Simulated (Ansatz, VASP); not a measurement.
**BeTe: VASP beside Ansatz**

Contents of INCAR:

```
ALGO = Normal
EDIFF = 1E-7
ENCUT = 520
GGA = CA
ISIF = 2
ISMEAR = -1
LASPH = True
LCHARG = False
LREAL = False
LWAVE = False
NBANDS = 11
NELM = 100
PREC = Accurate
SIGMA = 0.05
```

Contents of KPOINTS:

```
k-points
0
Gamma
  13 13 13
```

POSCAR

```
BeTe
1.0
    0.0000000000      2.6620717408      2.6620717408
    2.6620717408      0.0000000000      2.6620717408
    2.6620717408      2.6620717408      0.0000000000
Be Te
1 1
Direct
    0.0000000000      0.0000000000      0.0000000000
    0.5000000000      0.5000000000      0.5000000000
```

Input for Ansatz:

```yaml
crystal:
  lattice:
    - [0.0, 2.6620717408, 2.6620717408]
    - [2.6620717408, 0.0, 2.6620717408]
    - [2.6620717408, 2.6620717408, 0.0]
  atoms:
    - { symbol: Be, position: [0.0, 0.0, 0.0] }
    - { symbol: Te, position: [0.5, 0.5, 0.5] }
kpoints:
  mp_grid: { grid: [13, 13, 13] }
scf:
  occupations: { method: fermi_dirac, width: 0.05 }
hamiltonian:
  xc: lda
  pseudopotentials: { kind: all_electron, lapw: { basis_error: 0.001 } }
output:
  forces: true
  stress: true
  eigenvalues: true
```

Alike in both runs: task single point; functional LDA; k mesh 13 × 13 × 13; occupations fermi-dirac, width 0.05 eV; no spin polarisation.

```csv
,VASP,Ansatz
version,VASP 6.6.1,Ansatz 0.2.0
potentials or method,"VASP PAW LDA potentials, release 64 (Be, Te), cutoff 520 eV","all-electron LAPW, scalar-relativistic"
```

```csv
,VASP,Ansatz,Ansatz less VASP
gap on the k mesh at the Fermi level (eV),none,none,-
pressure (GPa),-2.2,-2.4,-0.19
```

LDA's correlation is that of Perdew and Zunger in VASP and of Perdew and Wang (1992) in Ansatz. A gap of «none» marks a metal or a gap that the smearing closes. Ansatz ran all-electron here, and VASP with PAW potentials.

Spin-orbit coupling is off throughout.
